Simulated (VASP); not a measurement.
Input of a VASP 6.6.1 run:

Contents of INCAR:

```
PREC = Accurate ; ENCUT = 520
EDIFF = 1E-6 ; ISMEAR = 0
SIGMA = 0.15 ; LREAL = False
LASPH = True ; NELM = 100
ALGO = Normal ; ISIF = 2
LWAVE = False ; LCHARG = True
GGA = PS ; LELF = True
LVHAR = True ; NBANDS = 9
```

The input KPOINTS:

```
Automatic mesh
0
Gamma
  15 15 15
```

The input POSCAR:

```
Te
1.0
    2.1708621395      1.2533478406      1.8078939897
   -2.1708621395      1.2533478406      1.8078939897
    0.0000000000     -2.5066956811      1.8078939898
Te
1
Direct
    0.5000000000      0.5000000000      0.5000000000
```

Potentials or basis: VASP PAW PBE potentials, release 64 (Te).

The run is started by

```console
$ cat potpaw_PBE.64/Te/POTCAR > POTCAR
$ mpirun -np 1 vasp_std > vasp.out
```

Problem. Estimate the pressure.

Solution. 3.8 GPa.

Problem. Predict the band gap on the k mesh.

Solution. Zero (bands 3 and 4 overlap by 6.14 eV).

Stress tensor (GPa, compression positive):
```
3.70 0.00 0.00
0.00 3.70 0.00
0.00 0.00 3.91
```

Caveat: the cell stands under pressure; the PAW data sets were made with another functional, which shifts forces and pressure a little; spin-orbit coupling is left out, which moves the levels of the heavy elements.
